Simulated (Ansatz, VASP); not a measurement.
**BP in VASP and in Ansatz**

POSCAR

```
BP
1.0
    0.0000000000      2.2226808807      2.2226808807
    2.2226808807      0.0000000000      2.2226808807
    2.2226808807      2.2226808807      0.0000000000
P B
1 1
Direct
    0.7500000000      0.7500000000      0.7500000000
    0.0000000000      0.0000000000      0.0000000000
```

File INCAR.step1:

```
SYSTEM = BP
ALGO = Normal
EDIFF = 1E-4
ENCUT = 520
GGA = PE
ISMEAR = -1
LASPH = .TRUE.
LCHARG = .FALSE.
LREAL = .FALSE.
LWAVE = .TRUE.
NBANDS = 11
NELM = 60
PREC = Accurate
SIGMA = 0.05
```

File INCAR.step2:

```
SYSTEM = BP
ALGO = Normal
BPARAM = 11.95
CPARAM = 0.0093
EDIFF = 1E-7
ENCUT = 520
ISIF = 2
ISMEAR = -1
ISTART = 1
IVDW_NL = 2
LASPH = .TRUE.
LCHARG = .TRUE.
LELF = .TRUE.
LMIXTAU = .TRUE.
LREAL = .FALSE.
LUSE_VDW = .TRUE.
LVHAR = .TRUE.
LWAVE = .FALSE.
METAGGA = R2SCAN
NBANDS = 11
NELM = 60
PREC = Accurate
SIGMA = 0.05
```

File KPOINTS:

```
k-points
0
G
  10 10 10
  0 0 0
```

input.yaml

```yaml
crystal:
  lattice:
    - [0.0, 2.2226808807, 2.2226808807]
    - [2.2226808807, 0.0, 2.2226808807]
    - [2.2226808807, 2.2226808807, 0.0]
  atoms:
    - { symbol: P, position: [0.75, 0.75, 0.75] }
    - { symbol: B, position: [0.0, 0.0, 0.0] }
hamiltonian:
  xc: r2scan
  pseudopotentials: { kind: paw }
  dispersion: rvv10
kpoints:
  mp_grid: { grid: [10, 10, 10] }
scf:
  occupations: { method: fermi_dirac, width: 0.05 }
output:
  forces: true
  stress: true
  eigenvalues: true
  write_density: true
  write_potential: true
  elf: true
  volumetric_format: npy
```

Alike in both runs: task single point; functional r2SCAN; dispersion rVV10; k mesh 10 × 10 × 10; occupations fermi-dirac, width 0.05 eV; no spin polarisation.

|  | VASP | Ansatz |
| --- | --- | --- |
| version | VASP 6.6.1 | Ansatz 0.2.0 |
| potentials or method | VASP PAW PBE potentials, release 64 (P, B) | Ansatz PAW |
| plane-wave cutoff (eV) | 520 | 500 |
| valence electrons in the cell | 8 | 8 |

Ansatz gave:

* gap on the k mesh at the Fermi level (eV): 1.31
* least direct gap on the mesh (eV): 3.70
* pressure (GPa): 10.9

Problem. Estimate VASP's values.

Solution. gap on the k mesh at the Fermi level (eV): 1.33; least direct gap on the mesh (eV): 3.74; pressure (GPa): 10.4.

VASP's potentials were made for PBE, not for r2SCAN.
